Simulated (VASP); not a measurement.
Set up this calculation in VASP 6.6.1, as the native input.

* Task: single point
* Functional: revPBE
* Potentials or basis: VASP PAW PBE potentials, release 64 (Pb_d, S)
* Cutoff: 520 eV
* k mesh: 8 × 8 × 8
* Occupations: fermi-dirac, width 0.05 eV
* Spin: no spin polarisation
* Dipole correction: no
* Further INCAR settings: ALGO = Normal; EDIFF = 1e-07; NBANDS = 17

The structure of PbS (Galena) lies in POSCAR:

```
PbS
1.0
    0.0000000000      3.0307460114      3.0307460114
    3.0307460114      0.0000000000      3.0307460114
    3.0307460114      3.0307460114      0.0000000000
Pb S
1 1
Direct
    0.0000000000      0.0000000000      0.0000000000
    0.5000000000      0.5000000000      0.5000000000
```

One way to write it, as run:

INCAR

```
SYSTEM = PbS
PREC     = Accurate       ! precision mode
ENCUT    = 520            ! plane-wave cutoff, eV
EDIFF    = 1E-7           ! SCF threshold, eV
ISMEAR   = -1             ! smearing method
SIGMA    = 0.05           ! smearing width, eV
LREAL    = .FALSE.        ! projectors in reciprocal space
LASPH    = .TRUE.         ! aspherical terms in the spheres
NELM     = 100            ! most SCF steps
ALGO     = Normal         ! electronic algorithm
ISIF     = 2              ! what is computed and relaxed
LWAVE    = .FALSE.        ! write WAVECAR
LCHARG   = .FALSE.        ! write CHGCAR
GGA      = RE             ! functional
NBANDS   = 17             ! bands
```

KPOINTS

```
Automatic mesh
0
G
  8 8 8
  0 0 0
```

Potentials or basis: VASP PAW PBE potentials, release 64 (Pb_d, S).

Launch:

```bash
$ cat potpaw_PBE.64/Pb_d/POTCAR potpaw_PBE.64/S/POTCAR > POTCAR
$ mpirun -np 1 vasp_std > vasp.out
```

Results of the run:

```
Pressure               : -0.1 GPa
Band gap on the k mesh : 0.66 eV, direct
```

Caveat: the PAW data sets were made with another functional, which shifts forces and pressure a little; spin-orbit coupling is left out, which moves the levels of the heavy elements.

Run time: 16 s on 1 thread of AMD EPYC 9R45 96-Core Processor (Zen 5) (shared host), peak memory 0.15 GiB.
